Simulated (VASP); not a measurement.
# NaC8 (P6/mmm) in VASP: further runs

NaC8 is run at these levels: PBE+D3(BJ); tasks: single point.

Program: VASP 6.6.1. These are calculated values, not measurements. Logs are shortened: lines on timing, memory, paths and dates and some standing lists are left out, and cuts for length are marked.

**1. The cell of the first run**

It takes space group P6/mmm (No. 191, hexagonal). Conventional cell: a = 4.976 Å, b = 4.976 Å, c = 4.486 Å, α = 90.00°, β = 90.00°, γ = 120.00°. Within 3.5 Å of Na (site symmetry 6/mmm) lie 12 C at 2.67 Å. C (site symmetry mm2) has 3 C at 1.43 to 1.44 Å within 1.9 Å. C (site symmetry -6m2) has 3 C at 1.43 Å within 1.9 Å.

**2. Single point, PBE+D3(BJ)**

Contents of INCAR:

```
SYSTEM = NaC8
  ALGO = Normal
  EDIFF = 1E-7
  ENCUT = 520
  GGA = PE
  ISIF = 2
  ISMEAR = 0
  IVDW = 12
  LASPH = .True.
  LCHARG = .False.
  LREAL = .False.
  LWAVE = .False.
  NBANDS = 30
  NELM = 100
  PREC = Accurate
  SIGMA = 0.1
```

Contents of KPOINTS:

```
k-points
0
Gamma
  6 6 4
  0 0 0
```

Contents of POSCAR:

```
NaC8
1.0
    4.9759647000      0.0000000000      0.0000000000
   -2.4879824000      4.3093119000      0.0000000000
    0.0000000000      0.0000000000      4.4859969000
Na C
1 8
Direct
    0.0000000000      0.0000000000      0.5000000000
    0.3346970000      0.1673485000      0.0000000000
    0.3333333000      0.6666667000      0.0000000000
    0.8326515000      0.1673485000      0.0000000000
    0.8326515000      0.6653030000      0.0000000000
    0.1673485000      0.3346970000      0.0000000000
    0.1673485000      0.8326515000      0.0000000000
    0.6666667000      0.3333333000      0.0000000000
    0.6653030000      0.8326515000      0.0000000000
```

Potentials or basis: VASP PAW PBE potentials, release 64 (Na_pv, C).

Command:

```bash
$ cat potpaw_PBE.64/Na_pv/POTCAR potpaw_PBE.64/C/POTCAR > POTCAR
$ mpirun -np 1 vasp_std > vasp.out
```

OUTCAR:

```text
SYSTEM = NaC8
   EDIFF = 1E-7
   ENCUT = 520
   GGA = PE
   ISIF = 2
   ISMEAR = 0
   IVDW = 12
   LASPH = .True.
   LREAL = .False.
   NELM = 100
   PREC = Accurate
 IVDW          = 12

 ion  position               nearest neighbor table
   1  0.000  0.000  0.500-
   2  0.335  0.167  0.000-   8 1.43   6 1.44   7 1.44
   3  0.333  0.667  0.000-   7 1.43   9 1.43   6 1.43
   4  0.833  0.167  0.000-   8 1.43   6 1.44   9 1.44
   5  0.833  0.665  0.000-   8 1.43   7 1.44   9 1.44
   6  0.167  0.335  0.000-   3 1.43   4 1.44   2 1.44
   7  0.167  0.833  0.000-   3 1.43   5 1.44   2 1.44
   8  0.667  0.333  0.000-   4 1.43   2 1.43   5 1.43
   9  0.665  0.833  0.000-   3 1.43   5 1.44   4 1.44

  LATTYP: Found a hexagonal cell.
 ALAT       =     4.9759647000
 C/A-ratio  =     0.9015331037

  Lattice vectors:

 A1 = (   4.9759647000,   0.0000000000,   0.0000000000)
 A2 = (  -2.4879824000,   4.3093119000,   0.0000000000)
 A3 = (   0.0000000000,   0.0000000000,   4.4859969000)

Analysis of symmetry for initial positions (statically):
=====================================================================
 Subroutine PRICEL returns:
 Original cell was already a primitive cell.

 Routine SETGRP: Setting up the symmetry group for a
 hexagonal supercell.

 Subroutine GETGRP returns: Found 24 space group operations
 (whereof 24 operations were pure point group operations)
 out of a pool of 24 trial point group operations.

The static configuration has the point symmetry D_6h.

Analysis of symmetry for dynamics (positions and initial velocities):
=====================================================================
 Subroutine PRICEL returns:
 Original cell was already a primitive cell.

 Routine SETGRP: Setting up the symmetry group for a
 hexagonal supercell.

 Subroutine GETGRP returns: Found 24 space group operations
 (whereof 24 operations were pure point group operations)
 out of a pool of 24 trial point group operations.

The dynamic configuration has the point symmetry D_6h.

 Subroutine INISYM returns: Found 24 space group operations
 (whereof 24 operations are pure point group operations),
 and found     1 'primitive' translations

----------------------------------------------------------------------------------------

                                     Primitive cell

  volume of cell :      96.1932

  direct lattice vectors                    reciprocal lattice vectors
     4.975964700  0.000000000  0.000000000     0.200966056  0.116027807  0.000000000
    -2.487982400  4.309311900  0.000000000     0.000000000  0.232055610  0.000000000
     0.000000000  0.000000000  4.485996900     0.000000000  0.000000000  0.222915892

  length of vectors
     4.975964700  4.975964778  4.485996900     0.232055613  0.232055610  0.222915892

  position of ions in fractional coordinates (direct lattice)
     0.000000000  0.000000000  0.500000000
     0.334697000  0.167348500  0.000000000
     0.333333300  0.666666700  0.000000000
     0.832651500  0.167348500  0.000000000
     0.832651500  0.665303000  0.000000000
     0.167348500  0.334697000  0.000000000
     0.167348500  0.832651500  0.000000000
     0.666666700  0.333333300  0.000000000
     0.665303000  0.832651500  0.000000000

  ion indices of the primitive-cell ions
   primitive index   ion index
                 1           1
                 2           2
                 3           3
                 4           4
                 5           5
                 6           6
                 7           7
                 8           8
                 9           9

----------------------------------------------------------------------------------------

 KPOINTS: k-points

Automatic generation of k-mesh.
 Grid dimensions read from file:
 generate k-points for:    6    6    4

 Generating k-lattice:

  Cartesian coordinates                     Fractional coordinates (reciprocal lattice)
     0.033494343  0.019337968  0.000000000     0.166666667 -0.000000000  0.000000000
     0.000000000  0.038675935  0.000000000     0.000000000  0.166666667  0.000000000
     0.000000000  0.000000000  0.055728973     0.000000000  0.000000000  0.250000000

  Length of vectors
     0.038675936  0.038675935  0.055728973

  Shift w.r.t. Gamma in fractional coordinates (k-lattice)
     0.000000000  0.000000000  0.000000000

 Subroutine IBZKPT returns following result:
 ===========================================

 Found     21 irreducible k-points:

 Following reciprocal coordinates:
            Coordinates               Weight
  0.000000  0.000000  0.000000      1.000000
  0.166667 -0.000000  0.000000      6.000000
  0.333333 -0.000000  0.000000      6.000000
  0.500000 -0.000000  0.000000      3.000000
  0.166667  0.166667  0.000000      6.000000
  0.333333  0.166667  0.000000     12.000000
[... 13 lines left out ...]
  0.333333  0.166667  0.500000     12.000000
  0.333333  0.333333  0.500000      2.000000
   k-points           NKPTS =     21   k-points in BZ     NKDIM =     21   number of bands    NBANDS=     30
   number of dos      NEDOS =    301   number of ions     NIONS =      9
   total plane-waves  NPLWV =  57600
   dimension x,y,z NGX =    40 NGY =   40 NGZ =   36
   dimension x,y,z NGXF=    80 NGYF=   80 NGZF=   72
   ions per type =               1   8
   NGX,Y,Z   is equivalent  to a cutoff of  13.36, 13.36, 13.34 a.u.
   NGXF,Y,Z  is equivalent  to a cutoff of  26.73, 26.73, 26.68 a.u.
 SYSTEM =  NaC8
   PREC   = accura    normal or accurate (medium, high low for compatibility)
   ISTART =      0    job   : 0-new  1-cont  2-samecut
   ICHARG =      2    charge: 1-file 2-atom 10-const
   ISPIN  =      1    spin polarized calculation?
   LNONCOLLINEAR =      F non collinear calculations
   LSORBIT =      F    spin-orbit coupling
   LASPH  =      T    aspherical Exc in radial PAW
   ENCUT  =  520.0 eV  38.22 Ry    6.18 a.u.   9.25  9.25  8.34*2*pi/ulx,y,z
   NELM   =    100;   NELMIN=  2; NELMDL= -5     # of ELM steps
   EDIFF  = 0.1E-06   stopping-criterion for ELM
   LREAL  =      F    real-space projection
   EDIFFG = 0.1E-05   stopping-criterion for IOM
   NSW    =      0    number of steps for IOM
   IBRION =     -1    ionic relax: 0-MD 1-quasi-New 2-CG
   NFREE  =      0    steps in history (QN), initial steepest desc. (CG)
   ISIF   =      2    stress and relaxation
   ISYM   =      2    0-nonsym 1-usesym 2-fastsym
   POTIM  = 0.5000    time-step for ionic-motion
   TEBEG  =    0.0;   TEEND  =   0.0 temperature during run
   PSTRESS=    0.0 pullay stress
   NELECT =      39.0000    total number of electrons
   NUPDOWN=      -1.0000    fix difference up-down
   EMIN   =  10.00;   EMAX   =-10.00  energy-range for DOS
   EFERMI =   0.00;   METHOD = LEGACY
   ISMEAR =     0;   SIGMA  =   0.10  broadening in eV -4-tet -1-fermi 0-gaus
   EFERMI_NEDOS =   21; number of points for ismear=-14 and -15
   IALGO  =     38    algorithm
   IMIX   =      4    mixing-type and parameters
     AMIX     =   0.40;   BMIX     =  1.00
     AMIX_MAG =   1.60;   BMIX_MAG =  1.00
  volume/ion in A,a.u.               =      10.69        72.13
  Fermi-wavevector in a.u.,A,eV,Ry     =   1.211662  2.289710 19.975064  1.468126
  Thomas-Fermi vector in A             =   2.347171
   LORBIT       =      0    0 simple, 1 ext, 2 COOP (PROOUT), +10 PAW based schemes
   GGA     = PE    functional components
   LHFCALC =     F    Hartree Fock is set to
   AEXX    =    0.0000 exact exchange contribution
   IVDW    =    12    specifies the selected vdW correction
   LEPSILON=     F    determine dielectric tensor
   LRPA    =     F    only Hartree local field effects (RPA)
 non-spin polarized calculation
 Gauss-broadening in eV      SIGMA  =   0.10
  energy-cutoff  :      520.00
  volume of cell :       96.19
 maximum number of plane-waves:      2603
 NGX is ok and might be reduce to    40
   NGX = 19   NGY = 19   NGZ = 17

 number of electron      39.0000002 magnetization

 Free energy of the ion-electron system (eV)
  ---------------------------------------------------
  ext. energy  EPLUGINS =         0.00000000
  ---------------------------------------------------
  free energy    TOTEN  =       -74.95551022 eV

  energy without entropy =      -74.94680316  energy(sigma->0) =      -74.95115669

 E-fermi :   5.0514     XC(G=0):  -9.1992

 val. band max:        5.0147595506   @ k =   0.0000   0.0000   0.5000
 cond. band min:       5.1622872030   @ k =   0.0000   0.0000   0.2500
 fundamental gap:      0.1475276523
 Fermi energy:         5.0513644057

 k-point     1 :       0.0000    0.0000    0.0000
  band No.  band energies     occupation
      1     -20.7711      2.00000
      2     -20.7711      2.00000
      3     -20.7670      2.00000
      4     -15.4648      2.00000
      5     -10.3165      2.00000
      6     -10.3165      2.00000
[... 22 lines left out ...]
     29      12.1175      0.00000
     30      12.1175      0.00000

 k-point     2 :       0.1667   -0.0000    0.0000
  band No.  band energies     occupation
      1     -20.7715      2.00000
      2     -20.7712      2.00000
      3     -20.7669      2.00000
      4     -15.3014      2.00000
      5     -11.5142      2.00000
      6     -10.6732      2.00000
[... 22 lines left out ...]
     29      12.0656      0.00000
     30      12.1374      0.00000

 k-point     3 :       0.3333   -0.0000    0.0000
  band No.  band energies     occupation
      1     -20.7723      2.00000
      2     -20.7714      2.00000
      3     -20.7668      2.00000
      4     -14.8141      2.00000
      5     -12.8940      2.00000
      6     -11.0704      2.00000
[... 583 lines left out ...]
     29      13.3340      0.00000
     30      13.4065      0.00000

 k-point    21 :       0.3333    0.3333    0.5000
  band No.  band energies     occupation
      1     -20.7891      2.00000
      2     -20.7699      2.00000
      3     -20.7699      2.00000
      4     -13.5426      2.00000
      5     -13.4581      2.00000
      6     -13.4581      2.00000
[... 22 lines left out ...]
     29      13.3986      0.00000
     30      13.5142      0.00000

------------------------ aborting loop because EDIFF is reached ----------------------------------------

 Edisp (eV)   -1.17259

 E8    (eV) :    -0.3890

  FORCE on cell =-STRESS in cart. coord.  units (eV):
  Direction    XX          YY          ZZ          XY          YZ          ZX
  --------------------------------------------------------------------------------------
  -------------------------------------------------------------------------------------
  Total       0.30623     0.30623     0.00998    -0.00000     0.00000     0.00000
  in kB       5.10057     5.10057     0.16618    -0.00000     0.00000     0.00000
  external pressure =        3.46 kB  Pullay stress =        0.00 kB

 VOLUME and BASIS-vectors are now :
 -----------------------------------------------------------------------------
  energy-cutoff  :      520.00
  volume of cell :       96.19
      direct lattice vectors                 reciprocal lattice vectors
     4.975964700  0.000000000  0.000000000     0.200966056  0.116027807  0.000000000
    -2.487982400  4.309311900  0.000000000     0.000000000  0.232055610  0.000000000
     0.000000000  0.000000000  4.485996900     0.000000000  0.000000000  0.222915892

 POSITION                                       TOTAL-FORCE (eV/Angst)
 -----------------------------------------------------------------------------------
      0.00000      0.00000      2.24300        -0.000000      0.000000      0.000000
      1.24908      0.72116      0.00000        -0.012475     -0.007202     -0.000000
     -0.00000      2.87287      0.00000        -0.000000      0.000000      0.000000
      3.72688      0.72116      0.00000         0.012475     -0.007202      0.000000
      2.48798      2.86700      0.00000        -0.000000      0.014405      0.000000
     -0.00000      1.44231      0.00000         0.000000     -0.014405      0.000000
     -1.23890      3.58816      0.00000        -0.012475      0.007202     -0.000000
      2.48798      1.43644      0.00000        -0.000000      0.000000      0.000000
      1.23890      3.58816      0.00000         0.012475      0.007202     -0.000000
 -----------------------------------------------------------------------------------
    total drift:                               -0.000000      0.000000      0.000000

  FREE ENERGIE OF THE ION-ELECTRON SYSTEM (eV)
  ---------------------------------------------------
  free  energy   TOTEN  =       -76.1280995739 eV

  energy  without entropy=      -76.1193925143  energy(sigma->0) =      -76.12374604
```

Run time: 93 s. Hardware: 1 thread of Intel Xeon 8259CL, shared host; peak memory 0.24 GiB.

Results:

* Free energy: -76.1281 eV
* Pressure: 0.3 GPa
* Largest force: 0.014 eV/Å
* Dispersion energy per atom: -0.130 eV

Forces on the atoms (eV/Å):
```
Na   0.000  0.000  0.000
C   -0.012 -0.007  0.000
C    0.000  0.000  0.000
C    0.012 -0.007  0.000
C    0.000  0.014  0.000
C    0.000 -0.014  0.000
C   -0.012  0.007  0.000
C    0.000  0.000  0.000
C    0.012  0.007  0.000
```

Caveat: pairwise dispersion overbinds metals, which lowers pressure and volume.

**3. Single point, PBE+D3(BJ)**

This run uses another cell than the first one, of 10.71 Å³/atom, 1.002 times its volume.

Contents of INCAR:

```
PREC     = Accurate       # precision mode
ENCUT    = 520            # plane-wave cutoff, eV
EDIFF    = 1E-7           # SCF threshold, eV
ISMEAR   = 0              # smearing method
SIGMA    = 0.2            # smearing width, eV
LREAL    = F              # projectors in reciprocal space
LASPH    = T              # aspherical terms in the spheres
NELM     = 60             # most SCF steps
ALGO     = Normal         # electronic algorithm
ISIF     = 2              # what is computed and relaxed
LWAVE    = F              # write WAVECAR
LCHARG   = T              # write CHGCAR
GGA      = PE             # functional
IVDW     = 12             # dispersion correction
LELF     = T              # ELF
LVHAR    = T            
NBANDS   = 30             # bands
```

Contents of KPOINTS:

```
Automatic mesh
0
Gamma
  6 6 6
```

Contents of POSCAR:

```
NaC8
1.0
    0.0000000000      0.0000000000      4.4961254233
    4.9760002324      0.0000000289      0.0000000000
   -2.4880001412      4.3093425960      0.0000000000
Na C
1 8
Direct
    0.5000000000      0.0000000000      0.0000000000
    0.0000000000      0.3346734156      0.1673367078
    0.0000000000      0.3333333333      0.6666666667
    0.0000000000      0.8326632922      0.1673367078
    0.0000000000      0.8326632922      0.6653265844
    0.0000000000      0.1673367078      0.3346734156
    0.0000000000      0.1673367078      0.8326632922
    0.0000000000      0.6666666667      0.3333333333
    0.0000000000      0.6653265844      0.8326632922
```

Potentials or basis: VASP PAW PBE potentials, release 64 (Na_pv, C).

Command:

```bash
$ cat potpaw_PBE.64/Na_pv/POTCAR potpaw_PBE.64/C/POTCAR > POTCAR
$ mpirun -np 1 vasp_std > vasp.out
```

It took 2.1 min on 1 thread of Intel Xeon 8259CL, shared host; peak memory 0.25 GiB.

Results (log left out):

* Free energy: -76.1418 eV
* Pressure: 0.3 GPa
* Largest force: 0.005 eV/Å
* Dispersion energy per atom: -0.130 eV

Forces in eV/Å, atoms in the order of the input:
```
Na   0.000  0.000  0.000
C   -0.005 -0.003  0.000
C    0.000  0.000  0.000
C    0.005 -0.003  0.000
C    0.000  0.005  0.000
C    0.000 -0.005  0.000
C   -0.005  0.003  0.000
C    0.000  0.000  0.000
C    0.005  0.003  0.000
```

Stress tensor (GPa, compression positive):
```
 0.46  0.00  0.00
 0.00  0.46  0.00
 0.00  0.00 -0.09
```

Levels at points of the mesh, in eV from the Fermi level:
```tsv
k point	band 17	band 18	band 19	band 20	band 21	band 22
(0.00, 0.00, 0.00)	-3.83	-3.83	-3.43	0.25	0.34	0.34
(0.50, 0.00, 0.00)	-4.02	-4.02	-3.67	-0.15	-0.15	-0.07
(0.00, 0.50, 0.00)	-6.10	-4.17	-3.91	1.37	1.43	2.15
(0.50, 0.50, 0.00)	-6.10	-4.42	-4.25	1.12	1.28	4.89
```

Caveat: pairwise dispersion overbinds metals, which lowers pressure and volume.

**4. Single point, PBE+D3(BJ)**

This run uses another cell than the first one, of 10.71 Å³/atom, 1.002 times its volume.

Contents of INCAR:

```
SYSTEM = NaC8
PREC     = Accurate       ! precision mode
ENCUT    = 520            ! plane-wave cutoff, eV
EDIFF    = 1E-6           ! SCF threshold, eV
ISMEAR   = 0              ! smearing method
SIGMA    = 0.1            ! smearing width, eV
LREAL    = .FALSE.        ! projectors in reciprocal space
LASPH    = .TRUE.         ! aspherical terms in the spheres
NELM     = 80             ! most SCF steps
ALGO     = Normal         ! electronic algorithm
ISIF     = 2              ! what is computed and relaxed
LWAVE    = .FALSE.        ! write WAVECAR
LCHARG   = .TRUE.         ! write CHGCAR
GGA      = PE             ! functional
IVDW     = 12             ! dispersion correction
LELF     = .TRUE.         ! ELF
LVHAR    = .TRUE.       
NBANDS   = 30             ! bands
```

Contents of KPOINTS:

```
Automatic mesh
0
G
  12 12 8
  0 0 0
```

Contents of POSCAR:

```
NaC8
1.0
    4.9760002324      0.0000000289      0.0000000000
   -2.4880001412      4.3093425960      0.0000000000
    0.0000000000      0.0000000000      4.4961254233
Na C
1 8
Direct
    0.0000000000      0.0000000000      0.5000000000
    0.3346734156      0.1673367078      0.0000000000
    0.3333333333      0.6666666667      0.0000000000
    0.8326632922      0.1673367078      0.0000000000
    0.8326632922      0.6653265844      0.0000000000
    0.1673367078      0.3346734156      0.0000000000
    0.1673367078      0.8326632922      0.0000000000
    0.6666666667      0.3333333333      0.0000000000
    0.6653265844      0.8326632922      0.0000000000
```

Command:

```bash
$ cat potpaw_PBE.64/Na_pv/POTCAR potpaw_PBE.64/C/POTCAR > POTCAR
$ mpirun -np 1 vasp_std > vasp.out
```

Run time: 6 min. Hardware: 1 thread of Intel Xeon 8259CL, shared host; peak memory 0.36 GiB.

The run converged. Its results:

| Item | Value |
| --- | --- |
| Free energy | -76.1314 eV |
| Pressure | 0.1 GPa |
| Dispersion energy per atom | -0.130 eV |

Stress tensor (GPa, compression positive):
```
 0.26  0.00  0.00
 0.00  0.26  0.00
 0.00  0.00 -0.09
```

Levels at points of the mesh, in eV from the Fermi level:
```csv
k point,band 15,band 16,band 17,band 18,band 19,band 20,band 21,band 22,band 23,band 24
"(0.00, 0.00, 0.00)",-4.22,-4.22,-3.93,-3.93,-3.53,0.16,0.25,0.25,0.29,5.66
"(0.50, 0.00, 0.00)",-7.14,-6.20,-6.20,-4.27,-4.00,1.28,1.33,2.06,2.12,5.47
"(0.00, 0.00, 0.50)",-4.22,-4.22,-4.11,-4.11,-3.77,-0.24,-0.24,-0.16,3.14,5.73
"(0.50, 0.00, 0.50)",-7.50,-6.20,-6.20,-4.52,-4.34,1.03,1.19,4.80,4.81,5.64
```

Caveat: pairwise dispersion overbinds metals, which lowers pressure and volume.

**5. Summary**

| cell | k mesh | smearing | gap on the mesh (eV) | pressure (GPa) | largest force (eV/Å) |
| --- | --- | --- | --- | --- | --- |
| a = 4.976, b = 4.976, c = 4.486 Å, angles 90.0, 90.0, 120.0°, 9 atoms | 6 × 6 × 4 | gaussian 0.1 eV | none | 0.3 | 0.01 |
| a = 4.496, b = 4.976, c = 4.976 Å, angles 120.0, 90.0, 90.0°, 9 atoms | 6 × 6 × 6 | gaussian 0.2 eV | none | 0.3 | 0.01 |
| a = 4.976, b = 4.976, c = 4.496 Å, angles 90.0, 90.0, 120.0°, 9 atoms | 12 × 12 × 8 | gaussian 0.1 eV | none | 0.1 | - |

Alike in all rows: task single point; level PBE+D3(BJ); potentials or basis VASP PAW PBE potentials, release 64 (Na_pv, C); no spin polarisation; cutoff (eV) 520.

Caveats: pairwise dispersion overbinds metals, which lowers pressure and volume.

Absolute energies hang on the potentials; compare differences alone.
